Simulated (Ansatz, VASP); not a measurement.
**TaN in VASP and in Ansatz**

```
CELL_PARAMETERS angstrom
3.05000 -0.01525 -0.01525
-1.53821 2.64900 -0.00558
-0.02470 -0.02470 4.94000
ATOMIC_POSITIONS crystal
Ta 0.33333 0.66667 0.00000
Ta 0.66667 0.33333 0.50000
N 0.33333 0.66667 0.38500
N 0.66667 0.33333 0.88500
```

Change from the starting cell: equal xy, yz and zx shear strains of -1 %, crystal datasets.

Alike in both runs: task electric field gradients; functional PBE; k mesh 9 × 9 × 5; occupations fermi-dirac, width 0.01 eV; no spin polarisation.

```csv
,VASP,Ansatz
version,VASP 6.6.1,Ansatz 0.2.0
potentials or method,"VASP PAW PBE potentials, release 64 (Ta_pv, N), cutoff 520 eV","all-electron PAW with datasets made for the crystal, scalar-relativistic"
```

VASP gave:

* pressure (GPa): 140.4
* traceless stress, the component that is largest in VASP (GPa): -17.10
* rms of the force components (eV/Å): 1.382
* size of Vzz on the site where it differs most (V/Å²): 124.4

Q: Estimate Ansatz's values.

A: Pressure (GPa): 135.0; traceless stress, the component that is largest in VASP (GPa): -16.45; rms of the force components (eV/Å): 1.351; size of Vzz on the site where it differs most (V/Å²): 120.5.

Atom by atom the forces differ by 0.032 eV/Å (rms over components). Both programs put the cell under a high pressure, so it lies far from rest at this level. Ansatz ran all-electron here, and VASP with PAW potentials.

Spin-orbit coupling is off throughout. Noted on VASP's run: the cell as given lies far from equilibrium.
